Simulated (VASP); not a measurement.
A run of VASP 6.6.1:

INCAR

```
ALGO     = Normal         # electronic algorithm
EDIFF    = 1E-6           # SCF threshold, eV
EDIFFG   = -0.04          # ionic threshold
ENCUT    = 600            # plane-wave cutoff, eV
GGA      = PE             # functional
IBRION   = 2              # ionic algorithm
ISIF     = 3              # what is computed and relaxed
ISMEAR   = 0              # smearing method
LASPH    = True           # aspherical terms in the spheres
LCHARG   = False          # write CHGCAR
LREAL    = False          # projectors in reciprocal space
LWAVE    = False          # write WAVECAR
NELM     = 80             # most SCF steps
NSW      = 90             # ionic steps
PREC     = Accurate       # precision mode
SIGMA    = 0.1            # smearing width, eV
```

Contents of KPOINTS:

```
k-points
0
Gamma
  3 3 6
```

File POSCAR:

```
ZrBr5
1.0
    9.0014362582      0.0000000000      0.0000000000
   -4.5007181291      7.7954724702      0.0000000000
    0.0000000000      0.0000000000      3.2858371012
Zr Br
1 5
Direct
    0.0000000000      0.0000000000      0.5000000000
    0.0000000000      0.7697428765      0.0000000000
    0.7697428765      0.0000000000      0.0000000000
    0.2302571235      0.2302571235      0.0000000000
    0.6666666667      0.3333333333      0.5000000000
    0.3333333333      0.6666666667      0.5000000000
```

Potentials or basis: VASP PAW PBE potentials, release 64 (Zr_sv, Br).

The run is started by

```console
$ cat potpaw_PBE.64/Zr_sv/POTCAR potpaw_PBE.64/Br/POTCAR > POTCAR
$ mpirun -np 1 vasp_std > vasp.out
```

Hardware: 1 thread of Intel(R) Xeon(R) 6975P-C (Granite Rapids), on a shared host.

Q: How long does it take, and how much memory?

A: It took 2.5 min on 1 thread of Intel(R) Xeon(R) 6975P-C (Granite Rapids) (shared host), peak memory 0.43 GiB. Counts: scf iterations 30, k points 12, ion steps 3.
